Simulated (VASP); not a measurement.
# Si16O (a cell with a defect) in VASP: a series of runs

The runs below take Si16O (a cell with a defect) through single point, with PBE.

All numbers are computed with VASP 6.6.1; they aren't measurements. Logs are shortened: lines on timing, memory, paths and dates and some standing lists are left out, and cuts for length are marked.

**1. The cell of the first run**

The cell holds a defect, 17 atoms: a = 7.679 Å, b = 7.679 Å, c = 7.679 Å, α = 60.00°, β = 60.00°, γ = 60.00°.

**2. Single point, PBE, collinear spin, ferromagnetic start**

Contents of INCAR:

```
SYSTEM = Si16O
  PREC = Accurate
  ENCUT = 520
  EDIFF = 1E-6
  ISMEAR = 0
  SIGMA = 0.02
  LREAL = Auto
  LASPH = .True.
  NELM = 150
  ALGO = Normal
  ISIF = 2
  LWAVE = .False.
  LCHARG = .True.
  ISPIN = 2
  MAGMOM = 0 0 0 0 0 0 0 0 0 0 0 0 0 0 0 0 1
  LORBIT = 11
  GGA = PE
  LELF = .True.
  LVHAR = .True.
  NBANDS = 53
```

Contents of KPOINTS:

```
regular mesh
0
Gamma
  2 2 2
  0 0 0
```

Contents of POSCAR:

```
Si16O
1.0
    0.0000000000      5.4300000000      5.4300000000
    5.4300000000      0.0000000000      5.4300000000
    5.4300000000      5.4300000000      0.0000000000
Si O
16 1
Direct
    0.0046543166     -0.0067925096      0.0019087942
    0.1068369086      0.1402652106      0.1286332826
   -0.0044120831      0.0001403061      0.5028488856
    0.1351786293      0.1091266786      0.6282679339
   -0.0135283486      0.5158105160     -0.0008173088
    0.1235681549      0.6237230738      0.1274855842
    0.0145681372      0.4846332592      0.5034555992
    0.1259028505      0.6256879738      0.6251568344
    0.4803411460      0.0527666650     -0.0048892774
    0.6387531491      0.0779869228      0.1675155057
    0.5084553591     -0.0514436279      0.5383468028
    0.6207380743      0.1261389191      0.6237173904
    0.4883228490      0.5475546436      0.0089304822
    0.6133902685      0.6810662367      0.1215812979
    0.5006652072      0.5019575530      0.4963609336
    0.6409344496      0.5772203093      0.6520861955
    0.5713016220      0.3125599800      0.1850155640
```

Potentials or basis: VASP PAW PBE potentials, release 64 (Si, O).

Launch:

```sh
$ cat potpaw_PBE.64/Si/POTCAR potpaw_PBE.64/O/POTCAR > POTCAR
$ mpirun -np 1 vasp_std > vasp.out
```

OUTCAR:

```text
SYSTEM = Si16O
   PREC = Accurate
   ENCUT = 520
   EDIFF = 1E-6
   ISMEAR = 0
   LREAL = Auto
   LASPH = .True.
   NELM = 150
   ISIF = 2
   ISPIN = 2
   LORBIT = 11
   GGA = PE

 ion  position               nearest neighbor table
   1  0.005  0.993  0.002-  10 2.32   6 2.32   4 2.34   2 2.36
   2  0.107  0.140  0.129-   3 2.35   5 2.35   9 2.36   1 2.36
   3  0.996  0.000  0.503-   4 2.35   8 2.35   2 2.35  12 2.35
   4  0.135  0.109  0.628-   1 2.34   3 2.35   7 2.35  11 2.36
   5  0.986  0.516  0.999-   6 2.34   8 2.35   2 2.35  14 2.36
   6  0.124  0.624  0.127-  13 2.32   1 2.32   5 2.34   7 2.36
   7  0.015  0.485  0.503-   8 2.35  16 2.35   4 2.35   6 2.36
   8  0.126  0.626  0.625-   5 2.35   3 2.35   7 2.35  15 2.35
   9  0.480  0.053  0.995-  10 2.32  14 2.33  12 2.35   2 2.36
  10  0.639  0.078  0.168-  17 1.66   1 2.32   9 2.32  11 2.33  13 2.94
  11  0.508  0.949  0.538-  10 2.33  16 2.33   4 2.36  12 2.38
  12  0.621  0.126  0.624-   3 2.35   9 2.35  15 2.36  11 2.38
  13  0.488  0.548  0.009-  17 1.66   6 2.32  16 2.32  14 2.33  10 2.94
  14  0.613  0.681  0.122-  13 2.33   9 2.33   5 2.36  15 2.38
  15  0.501  0.502  0.496-   8 2.35  16 2.35  12 2.36  14 2.38
  16  0.641  0.577  0.652-  13 2.32  11 2.33  15 2.35   7 2.35
  17  0.571  0.313  0.185-  13 1.66  10 1.66

  LATTYP: Found a face centered cubic cell.
 ALAT       =    10.8600000000

  Lattice vectors:

 A1 = (   0.0000000000,   5.4300000000,   5.4300000000)
 A2 = (   5.4300000000,   0.0000000000,   5.4300000000)
 A3 = (   5.4300000000,   5.4300000000,   0.0000000000)

Analysis of symmetry for initial positions (statically):
=====================================================================
 Subroutine PRICEL returns:
 Original cell was already a primitive cell.

 Routine SETGRP: Setting up the symmetry group for a
 face centered cubic supercell.

 Subroutine GETGRP returns: Found  1 space group operations
 (whereof  1 operations were pure point group operations)
 out of a pool of 48 trial point group operations.

The static configuration has the point symmetry C_1 .

Analysis of symmetry for dynamics (positions and initial velocities):
=====================================================================
 Subroutine PRICEL returns:
 Original cell was already a primitive cell.

 Routine SETGRP: Setting up the symmetry group for a
 face centered cubic supercell.

 Subroutine GETGRP returns: Found  1 space group operations
 (whereof  1 operations were pure point group operations)
 out of a pool of 48 trial point group operations.

The dynamic configuration has the point symmetry C_1 .

Analysis of structural, dynamic, and magnetic symmetry:
=====================================================================
 Subroutine PRICEL returns:
 Original cell was already a primitive cell.

 Routine SETGRP: Setting up the symmetry group for a
 face centered cubic supercell.

 Subroutine GETGRP returns: Found  1 space group operations
 (whereof  1 operations were pure point group operations)
 out of a pool of 48 trial point group operations.

The overall configuration has the point symmetry C_1 .

 Subroutine INISYM returns: Found  1 space group operations
 (whereof  1 operations are pure point group operations),
 and found     1 'primitive' translations

----------------------------------------------------------------------------------------

                                     Primitive cell

  volume of cell :     320.2060

  direct lattice vectors                    reciprocal lattice vectors
     0.000000000  5.430000000  5.430000000    -0.092081031  0.092081031  0.092081031
     5.430000000  0.000000000  5.430000000     0.092081031 -0.092081031  0.092081031
     5.430000000  5.430000000  0.000000000     0.092081031  0.092081031 -0.092081031

  length of vectors
     7.679179644  7.679179644  7.679179644     0.159489025  0.159489025  0.159489025

  position of ions in fractional coordinates (direct lattice)
     0.004654317  0.993207490  0.001908794
     0.106836909  0.140265211  0.128633283
     0.995587917  0.000140306  0.502848886
     0.135178629  0.109126679  0.628267934
     0.986471651  0.515810516  0.999182691
     0.123568155  0.623723074  0.127485584
[... 9 lines left out ...]
     0.640934450  0.577220309  0.652086195
[... 64 lines left out ...]
   NGX,Y,Z   is equivalent  to a cutoff of  12.99, 12.99, 12.99 a.u.
   NGXF,Y,Z  is equivalent  to a cutoff of  25.98, 25.98, 25.98 a.u.
 SYSTEM =  Si16O
   PREC   = accura    normal or accurate (medium, high low for compatibility)
   ISTART =      0    job   : 0-new  1-cont  2-samecut
   ICHARG =      2    charge: 1-file 2-atom 10-const
   ISPIN  =      2    spin polarized calculation?
   LNONCOLLINEAR =      F non collinear calculations
   LSORBIT =      F    spin-orbit coupling
   LASPH  =      T    aspherical Exc in radial PAW
   ENCUT  =  520.0 eV  38.22 Ry    6.18 a.u.  14.28 14.28 14.28*2*pi/ulx,y,z
   NELM   =    150;   NELMIN=  2; NELMDL= -5     # of ELM steps
   EDIFF  = 0.1E-05   stopping-criterion for ELM
   LREAL  =      T    real-space projection
   EDIFFG = 0.1E-04   stopping-criterion for IOM
   NSW    =      0    number of steps for IOM
   IBRION =     -1    ionic relax: 0-MD 1-quasi-New 2-CG
   NFREE  =      0    steps in history (QN), initial steepest desc. (CG)
   ISIF   =      2    stress and relaxation
   ISYM   =      2    0-nonsym 1-usesym 2-fastsym
   POTIM  = 0.5000    time-step for ionic-motion
   TEBEG  =    0.0;   TEEND  =   0.0 temperature during run
   PSTRESS=    0.0 pullay stress
   NELECT =      70.0000    total number of electrons
   NUPDOWN=      -1.0000    fix difference up-down
   EMIN   =  10.00;   EMAX   =-10.00  energy-range for DOS
   EFERMI =   0.00;   METHOD = LEGACY
   ISMEAR =     0;   SIGMA  =   0.02  broadening in eV -4-tet -1-fermi 0-gaus
   EFERMI_NEDOS =   21; number of points for ismear=-14 and -15
   IALGO  =     38    algorithm
   IMIX   =      4    mixing-type and parameters
     AMIX     =   0.40;   BMIX     =  1.00
     AMIX_MAG =   1.60;   BMIX_MAG =  1.00
  volume/ion in A,a.u.               =      18.84       127.11
  Fermi-wavevector in a.u.,A,eV,Ry     =   0.986199  1.863645 13.232857  0.972588
  Thomas-Fermi vector in A             =   2.117562
   LORBIT       =     11    0 simple, 1 ext, 2 COOP (PROOUT), +10 PAW based schemes
   GGA     = PE    functional components
   LHFCALC =     F    Hartree Fock is set to
   AEXX    =    0.0000 exact exchange contribution
   IVDW    =     0    specifies the selected vdW correction
   LEPSILON=     F    determine dielectric tensor
   LRPA    =     F    only Hartree local field effects (RPA)
 spin polarized calculation
 Gauss-broadening in eV      SIGMA  =   0.02
  energy-cutoff  :      520.00
  volume of cell :      320.21
 maximum number of plane-waves:      8646
 NGX is ok and might be reduce to    60
   NGX = 29   NGY = 29   NGZ = 29

 number of electron      70.0000001 magnetization      -0.0000927

 number of electron      70.0000001 magnetization       0.0000405

 Free energy of the ion-electron system (eV)
  ---------------------------------------------------
  ext. energy  EPLUGINS =         0.00000000
  ---------------------------------------------------
  free energy    TOTEN  =       -92.69508925 eV

  energy without entropy =      -92.69508925  energy(sigma->0) =      -92.69508925

 E-fermi :   6.0040     XC(G=0):  -9.5324

 val. band max:        5.8819552569   @ k =   0.0000   0.0000   0.0000
 cond. band min:       6.3721472102   @ k =   0.0000   0.0000   0.0000
 fundamental gap:      0.4901919533
 Fermi energy:         6.0040383504

 spin component 1

 k-point     1 :       0.0000    0.0000    0.0000
  band No.  band energies     occupation
      1     -14.4424      1.00000
      2      -5.8123      1.00000
      3      -4.3865      1.00000
      4      -3.6890      1.00000
      5      -3.6673      1.00000
      6      -3.3251      1.00000
[... 389 lines left out ...]
     46      10.1848      0.00000
     47      10.4777      0.00000
 Fermi energy:         6.0040383504

 spin component 2

 k-point     1 :       0.0000    0.0000    0.0000
  band No.  band energies     occupation
      1     -14.4425      1.00000
      2      -5.8123      1.00000
      3      -4.3865      1.00000
      4      -3.6890      1.00000
      5      -3.6673      1.00000
      6      -3.3251      1.00000
[... 389 lines left out ...]
     46      10.1848      0.00000
     47      10.4777      0.00000
 [bands above 47 left out]

------------------------ aborting loop because EDIFF is reached ----------------------------------------

  FORCE on cell =-STRESS in cart. coord.  units (eV):
  Direction    XX          YY          ZZ          XY          YZ          ZX
  --------------------------------------------------------------------------------------
  -------------------------------------------------------------------------------------
  Total        8.5003863      8.4455931      9.0876034     -2.9914214     -2.4278235      2.2020492
  in kB       42.5323872     42.2582253     45.4705769    -14.9678248    -12.1478161     11.0181359
  external PRESSURE =      43.4203965 kB  Pullay stress =       0.0000000 kB

 VOLUME and BASIS-vectors are now :
 -----------------------------------------------------------------------------
  energy-cutoff  :      520.00
  volume of cell :      320.21
      direct lattice vectors                 reciprocal lattice vectors
     0.000000000  5.430000000  5.430000000    -0.092081031  0.092081031  0.092081031
     5.430000000  0.000000000  5.430000000     0.092081031 -0.092081031  0.092081031
     5.430000000  5.430000000  0.000000000     0.092081031  0.092081031 -0.092081031

 POSITION                                       TOTAL-FORCE (eV/Angst)
 -----------------------------------------------------------------------------------
      5.40348      0.03564      5.41839         0.007664     -0.009397     -0.005346
      1.46012      1.27860      1.34176        -0.010634      0.002758      0.004907
      2.73123      8.13651      5.40680         0.001296     -0.005481      0.006172
      4.00405      4.14551      1.32658         0.000645      0.013541     -0.000405
      8.22641     10.78210      8.15739         0.007391      0.009248     -0.003672
      4.07906      1.36322      4.05779         0.007714     -0.004598      0.018763
[... 9 lines left out ...]
      6.67513      7.02110      6.61458         0.016286      0.002918      0.009399
      2.70184      4.10680      4.79937         0.026326      0.040083     -0.011247
 -----------------------------------------------------------------------------------
    total drift:                               -0.001705     -0.007001     -0.005310

  FREE ENERGIE OF THE ION-ELECTRON SYSTEM (eV)
  ---------------------------------------------------
  free  energy   TOTEN  =       -92.6950892549 eV

  energy  without entropy=      -92.6950892549  energy(sigma->0) =      -92.69508925

 total charge

# of ion       s       p       d       tot
------------------------------------------
    1        0.744   0.977   0.000   1.721
    2        0.741   0.947   0.000   1.688
    3        0.738   0.961   0.000   1.699
    4        0.739   0.955   0.000   1.694
    5        0.740   0.953   0.000   1.692
    6        0.744   0.978   0.000   1.722
[... 9 lines left out ...]
   16        0.745   0.971   0.000   1.716
   17        1.576   3.599   0.000   5.175
--------------------------------------------------
tot         13.461  18.893   0.000  32.354

 magnetization (x)

# of ion       s       p       d       tot
------------------------------------------
    1        0.000  -0.000   0.000  -0.000
    2       -0.000  -0.000   0.000  -0.000
    3        0.000   0.000   0.000   0.000
    4       -0.000  -0.000   0.000  -0.000
    5       -0.000  -0.000   0.000  -0.000
    6       -0.000  -0.000   0.000  -0.000
[... 9 lines left out ...]
   16       -0.000  -0.000   0.000  -0.000
   17       -0.000  -0.000   0.000  -0.000
--------------------------------------------------
tot         -0.000  -0.000   0.000  -0.000
```

It took 5.6 min on 1 thread of AMD EPYC 9R45 (Zen 5), shared host; peak memory 0.68 GiB.

What came out:

| Property | Result |
| --- | --- |
| Free energy | -92.6951 eV |
| Pressure | 4.3 GPa |
| Largest force | 0.070 eV/Å |
| Band gap on the k mesh | 0.49 eV |
| Net moment | 0.00 μB per cell |
| Valence electrons inside the program's atomic spheres | Si 1.72, 1.69, 1.70, 1.71, 1.68 (each value once); O 5.17 |

Forces in eV/Å, atoms in the order of the input:
```
Si   0.008 -0.009 -0.005
Si  -0.011  0.003  0.005
Si   0.001 -0.005  0.006
Si   0.001  0.014  0.000
Si   0.007  0.009 -0.004
Si   0.008 -0.005  0.019
Si  -0.016  0.010  0.002
Si   0.003 -0.004 -0.001
Si   0.006  0.003 -0.002
Si  -0.052  0.014 -0.045
Si   0.006 -0.009 -0.005
Si   0.002 -0.001  0.000
Si   0.015 -0.058  0.030
Si  -0.011 -0.006  0.005
Si  -0.011  0.002 -0.003
Si   0.016  0.003  0.009
O    0.026  0.040 -0.011
```

Stress tensor (GPa, compression positive):
```
 4.25 -1.50  1.10
-1.50  4.23 -1.21
 1.10 -1.21  4.55
```

Caveat: the k points lie up to 0.50 Å⁻¹ apart.

(Continued in part 2 of 3.)
